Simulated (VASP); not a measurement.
# CdS (F-43m) in VASP: G0W0 quasiparticle levels with PBE

Aim: the G0W0 quasiparticle levels of CdS with PBE.

Program: VASP 6.6.1. These are calculated values, not measurements. Logs are shortened: lines on timing, memory, paths and dates and some standing lists are left out, and cuts for length are marked.

## (1) The cell of the first run

It takes space group F-43m (No. 216, cubic). Conventional cell: a = 5.818 Å, b = 5.818 Å, c = 5.818 Å, α = 90.00°, β = 90.00°, γ = 90.00°. Cd (site symmetry -43m) has 4 S at 2.52 Å within 3.3 Å. S (site symmetry -43m) has 4 Cd at 2.52 Å within 3.3 Å.

## (2) G0W0 quasiparticle levels, PBE

The input, POSCAR:

```
CdS
1.0
    0.0000000000      2.9090000000      2.9090000000
    2.9090000000      0.0000000000      2.9090000000
    2.9090000000      2.9090000000      0.0000000000
Cd S
1 1
Direct
    0.0000000000      0.0000000000      0.0000000000
    0.2500000000      0.2500000000      0.2500000000
```

The input, INCAR.step1:

```
PREC = Accurate ; ENCUT = 500
EDIFF = 1E-8 ; ISMEAR = 0
SIGMA = 0.01 ; LREAL = F
LASPH = T ; NELM = 60
ALGO = Normal ; LWAVE = T
LCHARG = F ; GGA = PE
```

The input, INCAR.step2:

```
PREC = Accurate ; ENCUT = 500
EDIFF = 1E-8 ; ISMEAR = 0
SIGMA = 0.01 ; LREAL = F
LASPH = T ; NELM = 1
ALGO = Exact ; LWAVE = T
LCHARG = F ; GGA = PE
NBANDS = 492 ; LOPTICS = T
ISTART = 1
```

The input, INCAR.step3:

```
PREC = Accurate ; ENCUT = 500
EDIFF = 1E-8 ; ISMEAR = 0
SIGMA = 0.01 ; LREAL = F
LASPH = T ; ALGO = EVGW0
LWAVE = F ; LCHARG = F
GGA = PE ; NELMGW = 1
NBANDS = 492 ; ENCUTGW = 180.0
NOMEGA = 48 ; PRECFOCK = Fast
ISTART = 1 ; NBANDSGW = 17
```

The input, KPOINTS:

```
Automatic mesh
0
Gamma
  6 6 6
```

Potentials or basis: VASP PAW PBE potentials, release 64 (Cd_GW, S_GW).

Launch:

```sh
cat potpaw_PBE.64/Cd_GW/POTCAR potpaw_PBE.64/S_GW/POTCAR > POTCAR
cp INCAR.step1 INCAR
mpirun -np 1 vasp_std > vasp.out
cp INCAR.step2 INCAR
mpirun -np 1 vasp_std > vasp.out
cp INCAR.step3 INCAR
mpirun -np 1 vasp_std > vasp.out
```

OUTCAR:

```text
PREC = Accurate
   ENCUT = 500
   EDIFF = 1E-8
   ISMEAR = 0
   LREAL = F
   LASPH = T
   GGA = PE
   NELMGW = 1
   ENCUTGW = 180.0
   PRECFOCK = Fast
   ISTART = 1

 ion  position               nearest neighbor table
   1  0.000  0.000  0.000-   2 2.52   2 2.52   2 2.52   2 2.52
   2  0.250  0.250  0.250-   1 2.52   1 2.52   1 2.52   1 2.52

  LATTYP: Found a face centered cubic cell.
 ALAT       =     5.8180000000

  Lattice vectors:

 A1 = (   0.0000000000,   2.9090000000,   2.9090000000)
 A2 = (   2.9090000000,   0.0000000000,   2.9090000000)
 A3 = (   2.9090000000,   2.9090000000,   0.0000000000)

Analysis of symmetry for initial positions (statically):
=====================================================================
 Subroutine PRICEL returns:
 Original cell was already a primitive cell.

 Routine SETGRP: Setting up the symmetry group for a
 face centered cubic supercell.

 Subroutine GETGRP returns: Found 24 space group operations
 (whereof 24 operations were pure point group operations)
 out of a pool of 48 trial point group operations.

The static configuration has the point symmetry T_d .

Analysis of symmetry for dynamics (positions and initial velocities):
=====================================================================
 Subroutine PRICEL returns:
 Original cell was already a primitive cell.

 Routine SETGRP: Setting up the symmetry group for a
 face centered cubic supercell.

 Subroutine GETGRP returns: Found 24 space group operations
 (whereof 24 operations were pure point group operations)
 out of a pool of 48 trial point group operations.

The dynamic configuration has the point symmetry T_d .

 Subroutine INISYM returns: Found 24 space group operations
 (whereof 24 operations are pure point group operations),
 and found     1 'primitive' translations

----------------------------------------------------------------------------------------

                                     Primitive cell

  volume of cell :      49.2336

  direct lattice vectors                    reciprocal lattice vectors
     0.000000000  2.909000000  2.909000000    -0.171880371  0.171880371  0.171880371
     2.909000000  0.000000000  2.909000000     0.171880371 -0.171880371  0.171880371
     2.909000000  2.909000000  0.000000000     0.171880371  0.171880371 -0.171880371

  length of vectors
     4.113947253  4.113947253  4.113947253     0.297705536  0.297705536  0.297705536

  position of ions in fractional coordinates (direct lattice)
     0.000000000  0.000000000  0.000000000
     0.250000000  0.250000000  0.250000000

  ion indices of the primitive-cell ions
   primitive index   ion index
                 1           1
                 2           2

----------------------------------------------------------------------------------------

 KPOINTS: Automatic mesh

Automatic generation of k-mesh.
 Grid dimensions read from file:
 generate k-points for:    6    6    6

 Generating k-lattice:

  Cartesian coordinates                     Fractional coordinates (reciprocal lattice)
    -0.028646729  0.028646729  0.028646729     0.166666667  0.000000000  0.000000000
     0.028646729 -0.028646729  0.028646729     0.000000000  0.166666667  0.000000000
     0.028646729  0.028646729 -0.028646729     0.000000000  0.000000000  0.166666667

  Length of vectors
     0.049617589  0.049617589  0.049617589

  Shift w.r.t. Gamma in fractional coordinates (k-lattice)
     0.000000000  0.000000000  0.000000000

 Subroutine IBZKPT returns following result:
 ===========================================

 Found     16 irreducible k-points:

 Following reciprocal coordinates:
            Coordinates               Weight
  0.000000  0.000000  0.000000      1.000000
  0.166667  0.000000  0.000000      8.000000
  0.333333  0.000000  0.000000      8.000000
  0.500000  0.000000  0.000000      4.000000
  0.166667  0.166667  0.000000      6.000000
  0.333333  0.166667  0.000000     24.000000
[... 8 lines left out ...]
 -0.333333  0.333333  0.166667     24.000000
 -0.333333  0.500000  0.166667     12.000000
   k-points           NKPTS =     16   k-points in BZ     NKDIM =    216   number of bands    NBANDS=    492
   number of dos      NEDOS =    301   number of ions     NIONS =      2
   total plane-waves  NPLWV =  27000
   dimension x,y,z NGX =    30 NGY =   30 NGZ =   30
   dimension x,y,z NGXF=    60 NGYF=   60 NGZF=   60
   ions per type =               1   1
   NGX,Y,Z   is equivalent  to a cutoff of  12.12, 12.12, 12.12 a.u.
   NGXF,Y,Z  is equivalent  to a cutoff of  24.25, 24.25, 24.25 a.u.
 SYSTEM =  unknown system
   PREC   = accura    normal or accurate (medium, high low for compatibility)
   ISTART =      1    job   : 0-new  1-cont  2-samecut
   ICHARG =      0    charge: 1-file 2-atom 10-const
   ISPIN  =      1    spin polarized calculation?
   LNONCOLLINEAR =      F non collinear calculations
   LSORBIT =      F    spin-orbit coupling
   LASPH  =      T    aspherical Exc in radial PAW
   ENCUT  =  500.0 eV  36.75 Ry    6.06 a.u.   7.50  7.50  7.50*2*pi/ulx,y,z
   NELM   =     60;   NELMIN=  2; NELMDL=  0     # of ELM steps
   EDIFF  = 0.1E-07   stopping-criterion for ELM
   LREAL  =      F    real-space projection
   EDIFFG = 0.1E-06   stopping-criterion for IOM
   NSW    =      0    number of steps for IOM
   IBRION =     -1    ionic relax: 0-MD 1-quasi-New 2-CG
   NFREE  =      0    steps in history (QN), initial steepest desc. (CG)
   ISIF   =      0    stress and relaxation
   ISYM   =      3    0-nonsym 1-usesym 2-fastsym
   POTIM  = 0.5000    time-step for ionic-motion
   TEBEG  =    0.0;   TEEND  =   0.0 temperature during run
   PSTRESS=    0.0 pullay stress
   NELECT =      18.0000    total number of electrons
   NUPDOWN=      -1.0000    fix difference up-down
   EMIN   =  10.00;   EMAX   =-10.00  energy-range for DOS
   EFERMI =   0.00;   METHOD = LEGACY
   ISMEAR =     0;   SIGMA  =   0.01  broadening in eV -4-tet -1-fermi 0-gaus
   EFERMI_NEDOS =   21; number of points for ismear=-14 and -15
   IALGO  =     38    algorithm
   IMIX   =      4    mixing-type and parameters
     AMIX     =   0.40;   BMIX     =  1.00
     AMIX_MAG =   1.60;   BMIX_MAG =  1.00
  volume/ion in A,a.u.               =      24.62       166.12
  Fermi-wavevector in a.u.,A,eV,Ry     =   1.170609  2.212131 18.644417  1.370326
  Thomas-Fermi vector in A             =   2.307065
   LORBIT       =      0    0 simple, 1 ext, 2 COOP (PROOUT), +10 PAW based schemes
   GGA     = PE    functional components
   LHFCALC =     T    Hartree Fock is set to
   PRECFOCK=fast      Normal, Fast or Accurate (Low or Medium for compatibility)
   ENCUT4O =  -1.0   cutoff for four orbital integrals eV
   NKREDX  =     1    reduce k-point grid by
   NKREDY  =     1    reduce k-point grid by
   NKREDZ  =     1    reduce k-point grid by
   AEXX    =    1.0000 exact exchange contribution
   HFSCREEN=    0.0000 screening length (either q_TF or 0.3 A-1)
   HFSCREENC=   0.0000 screening length for correlation (either q_TF or 0.3 A-1)
   ENCUTFOCK=  -1.0 apply spherical cutoff to Coloumb kernel
   IVDW    =     0    specifies the selected vdW correction
   LEPSILON=     F    determine dielectric tensor
   LRPA    =     F    only Hartree local field effects (RPA)
   LRPAFORCE           =     F    calculate RPA forces
   ENCUTGW             = 180.0    cutoff for response function in eV
   ENCUTGWSOFT         = 144.0    soft cutoff for Coulomb kernel in GW response function in eV
   ENCUTLF             =  -1.0    cutoff for local field effects
   NELMGW              =     1    number of iterations in solving QP/BSE equation
   NELMHF              =     1    number of iterations in the inner HF iteration
   NKREDLFX            =     1    NKREDLFY  =   1   NKREDLFZ  =   1
 non-spin polarized calculation
 Gauss-broadening in eV      SIGMA  =   0.01
  energy-cutoff  :      500.00
  volume of cell :       49.23
 maximum number of plane-waves:      1272
 NGX is ok and might be reduce to    30
  NGX = 18; NGY = 18; NGZ = 18
   NGX = 15   NGY = 15   NGZ = 15
 maximum number of plane-waves:       283

 QP shifts <psi_nk| G(iteration)W_0 |psi_nk>: iteration 1
 for sc-GW calculations column KS-energies equals QP-energies in previous step
 and V_xc(KS)=  KS-energies - (<T + V_ion + V_H > + <T+V_H+V_ion>^1  + <V_x>^1)

 k-point   1 :       0.0000    0.0000    0.0000
  band No.  KS-energies  QP-energies   sigma(KS)   V_xc(KS)     V^pw_x(r,r')   Z            occupation Imag(sigma)

      1      -9.6851     -10.2676     -13.9408     -13.0034     -20.9331       0.6214       2.0000       1.0409
      2      -5.0249      -7.0505     -18.0394     -15.1617     -22.8940       0.7039       2.0000       0.2727
      3      -5.0249      -7.0505     -18.0394     -15.1617     -22.8940       0.7039       2.0000       0.2727
      4      -5.0249      -7.0505     -18.0394     -15.1617     -22.8940       0.7039       2.0000       0.2727
      5      -4.5344      -6.7091     -18.5333     -15.4990     -23.2330       0.7167       2.0000       0.2235
      6      -4.5344      -6.7091     -18.5333     -15.4990     -23.2330       0.7167       2.0000       0.2235
[... 9 lines left out ...]
     16      14.2132      14.1060      -8.1209      -7.9809      -2.4662       0.7660       0.0000      -0.3549
     17      16.0348      15.9115      -7.4526      -7.2931      -2.1530       0.7729       0.0000      -0.4447

 k-point   2 :       0.1667    0.0000    0.0000
  band No.  KS-energies  QP-energies   sigma(KS)   V_xc(KS)     V^pw_x(r,r')   Z            occupation Imag(sigma)

      1      -9.5768     -10.1801     -14.0914     -13.1322     -21.0335       0.6289       2.0000       1.0285
      2      -4.9864      -7.0201     -18.0800     -15.1955     -22.9292       0.7050       2.0000       0.2718
      3      -4.9864      -7.0201     -18.0800     -15.1955     -22.9292       0.7050       2.0000       0.2718
      4      -4.9245      -6.9356     -17.9007     -15.0527     -22.7199       0.7061       2.0000       0.2776
      5      -4.5351      -6.7061     -18.5270     -15.4942     -23.2294       0.7158       2.0000       0.2243
      6      -4.5351      -6.7061     -18.5270     -15.4942     -23.2294       0.7158       2.0000       0.2243
[... 9 lines left out ...]
     16      14.5678      14.4046      -7.3707      -7.1604      -2.1299       0.7756       0.0000      -0.3529
     17      16.2035      16.1645      -8.2609      -8.2110      -2.5822       0.7796       0.0000      -0.4934

 k-point   3 :       0.3333    0.0000    0.0000
  band No.  KS-energies  QP-energies   sigma(KS)   V_xc(KS)     V^pw_x(r,r')   Z            occupation Imag(sigma)

      1      -9.3589     -10.0049     -14.4334     -13.4247     -21.2784       0.6404       2.0000       0.9985
      2      -4.9236      -6.9718     -18.1388     -15.2396     -22.9725       0.7065       2.0000       0.2684
      3      -4.9236      -6.9718     -18.1388     -15.2396     -22.9725       0.7065       2.0000       0.2684
      4      -4.5480      -6.5381     -17.8324     -15.0289     -22.5677       0.7099       2.0000       0.2791
      5      -4.5173      -6.6895     -18.5520     -15.5203     -23.2642       0.7165       2.0000       0.2271
      6      -4.5173      -6.6895     -18.5520     -15.5203     -23.2642       0.7165       2.0000       0.2271
[... 9 lines left out ...]
     16      13.7472      14.0255      -9.7110     -10.0774      -4.4703       0.7594       0.0000      -0.2596
     17      18.4037      18.6863      -9.9953     -10.3621      -3.6948       0.7706       0.0000      -0.7620

 k-point   4 :       0.5000    0.0000    0.0000
  band No.  KS-energies  QP-energies   sigma(KS)   V_xc(KS)     V^pw_x(r,r')   Z            occupation Imag(sigma)

      1      -9.2505      -9.9203     -14.6272     -13.5879     -21.4244       0.6445       2.0000       0.9786
      2      -4.9020      -6.9574     -18.1517     -15.2451     -22.9754       0.7072       2.0000       0.2660
      3      -4.9020      -6.9574     -18.1517     -15.2451     -22.9754       0.7072       2.0000       0.2660
      4      -4.4957      -6.6727     -18.5895     -15.5571     -23.3093       0.7179       2.0000       0.2291
      5      -4.4957      -6.6727     -18.5895     -15.5571     -23.3093       0.7179       2.0000       0.2291
      6      -4.1479      -6.2027     -18.3757     -15.5096     -23.0978       0.7169       2.0000       0.2613
[... 205 lines left out ...]
      2      -4.8320      -6.9000     -18.2043     -15.2902     -23.0226       0.7097       2.0000       0.2672
      3      -4.8240      -6.8949     -18.1764     -15.2623     -22.9809       0.7107       2.0000       0.2657
      4      -4.6342      -6.7592     -18.2856     -15.3100     -23.0112       0.7141       2.0000       0.2436
      5      -4.4939      -6.6713     -18.5603     -15.5274     -23.2731       0.7179       2.0000       0.2270
      6      -4.2408      -6.2575     -18.1452     -15.3229     -22.8484       0.7146       2.0000       0.2650
[... 9 lines left out ...]
     16      15.8474      16.0995      -9.8945     -10.2304      -3.9929       0.7507       0.0000      -0.4658
     17      17.3861      17.4262      -8.4915      -8.5432      -2.8138       0.7748       0.0000      -0.5530

 k-point  15 :      -0.3333    0.3333    0.1667
  band No.  KS-energies  QP-energies   sigma(KS)   V_xc(KS)     V^pw_x(r,r')   Z            occupation Imag(sigma)

      1      -9.1512      -9.8422     -14.7910     -13.7276     -21.5488       0.6497       2.0000       0.9623
      2      -4.8280      -6.9052     -18.1578     -15.2361     -22.9555       0.7109       2.0000       0.2640
      3      -4.7841      -6.8643     -18.2721     -15.3471     -23.0839       0.7112       2.0000       0.2651
      4      -4.5761      -6.7368     -18.4666     -15.4497     -23.1941       0.7162       2.0000       0.2365
      5      -4.5159      -6.6823     -18.5210     -15.4966     -23.2360       0.7163       2.0000       0.2292
      6      -3.9680      -5.9945     -18.4373     -15.6128     -23.1403       0.7175       2.0000       0.2605
[... 9 lines left out ...]
     16      15.8583      16.2835     -10.6615     -11.2246      -4.7260       0.7551       0.0000      -0.4654
     17      17.4855      17.6684      -9.4753      -9.7150      -3.4639       0.7632       0.0000      -0.5941

 k-point  16 :      -0.3333    0.5000    0.1667
  band No.  KS-energies  QP-energies   sigma(KS)   V_xc(KS)     V^pw_x(r,r')   Z            occupation Imag(sigma)

      1      -9.1177      -9.8213     -14.8507     -13.7771     -21.5939       0.6555       2.0000       0.9593
      2      -4.7930      -6.8664     -18.0453     -15.1344     -22.8061       0.7123       2.0000       0.2621
      3      -4.7456      -6.8533     -18.3785     -15.4226     -23.1898       0.7131       2.0000       0.2612
      4      -4.6141      -6.7506     -18.4566     -15.4681     -23.2139       0.7149       2.0000       0.2474
      5      -4.4916      -6.6703     -18.5578     -15.5265     -23.2716       0.7188       2.0000       0.2275
      6      -3.9366      -5.9548     -18.4021     -15.5896     -23.1028       0.7176       2.0000       0.2603
[... 9 lines left out ...]
     16      15.8955      16.0687      -9.5753      -9.8030      -3.8930       0.7607       0.0000      -0.4573
     17      15.9865      16.3814     -10.4125     -10.9348      -4.5322       0.7559       0.0000      -0.4546
```

It took 3 h on 1 thread of Intel Xeon 8259CL, shared host; peak memory 2.9 GiB.

Results:

```
Quasiparticle gap                                   : 2.06 eV
Least direct quasiparticle gap                      : 2.06 eV
Band gap of the starting levels on the mesh         : 1.16 eV
Least direct gap of the starting levels on the mesh : 1.16 eV
```

Caveat: bands, screening cutoff and mesh are small and nothing is extrapolated, so the quasiparticle values aren't converged.
